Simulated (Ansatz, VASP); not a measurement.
In2TeH2: VASP beside Ansatz

INCAR

```
SYSTEM = In2TeH2
ALGO = Normal
EDIFF = 1E-6
ENCUT = 520
GGA = PE
ISIF = 2
ISMEAR = 0
LASPH = .True.
LCHARG = .False.
LREAL = .False.
LWAVE = .False.
NBANDS = 25
NELM = 60
PREC = Accurate
SIGMA = 0.1
```

KPOINTS

```
k-points
0
Gamma
  6 6 4
  0 0 0
```

Contents of POSCAR:

```
In2TeH2
1.0
    4.2514059600      0.0000000000      0.0000000000
   -2.1257029800      3.6818255600      0.0000000000
    0.0000000000      0.0000000000      7.2897472900
In Te H
2 1 2
Direct
    0.3333333300      0.6666666700      0.2687999900
    0.6666666700      0.3333333300      0.7312000100
    0.0000000000      0.0000000000      0.0000000000
    0.3333333300      0.6666666700      0.6311000000
    0.6666666700      0.3333333300      0.3689000000
```

Input for Ansatz:

```yaml
crystal:
  lattice:
    - [4.25140596, 0.0, 0.0]
    - [-2.12570298, 3.68182556, 0.0]
    - [0.0, 0.0, 7.28974729]
  atoms:
    - { symbol: In, position: [0.33333333, 0.66666667, 0.26879999] }
    - { symbol: In, position: [0.66666667, 0.33333333, 0.73120001] }
    - { symbol: Te, position: [0.0, 0.0, 0.0] }
    - { symbol: H, position: [0.33333333, 0.66666667, 0.6311] }
    - { symbol: H, position: [0.66666667, 0.33333333, 0.3689] }
basis:
  ecutwfc: 420
kpoints:
  mp_grid: { grid: [6, 6, 4] }
hamiltonian:
  xc: pbe
scf:
  occupations: { method: gaussian, width: 0.1 }
  lower_state_search: "off"
output:
  forces: true
  stress: true
  eigenvalues: true
```

Change from the starting cell: species swapped into the SrZn2Sb2 type (P-3m1, No. 164).

Alike in both runs: task single point; functional PBE; k mesh 6 × 6 × 4; occupations gaussian, width 0.1 eV; no spin polarisation.

```csv
,VASP,Ansatz
version,VASP 6.6.1,Ansatz 0.2.0
potentials or method,"VASP PAW PBE potentials, release 64 (In_d, Te, H), cutoff 520 eV","scalar-relativistic, plane waves, PAW"
valence electrons in the cell,34,44
```

```csv
,VASP,Ansatz,Ansatz less VASP
gap on the k mesh at the Fermi level (eV),none,none,-
pressure (GPa),-3.8,-3.8,+0.05
"traceless stress, the component that is largest in VASP (GPa)",0.51,0.51,+0.001
rms of the force components (eV/Å),0.148,0.148,-0.0004
```

Atom by atom the forces differ by 0.000 eV/Å (rms over components). A gap of «none» marks a metal or a gap that the smearing closes. With one functional, cell and mesh, what is left measures potentials, basis and numerics. VASP's potentials hold 34 valence electrons a cell and Ansatz's 44, so a difference there can come from the potentials and not from the codes.

Spin-orbit coupling is off throughout.
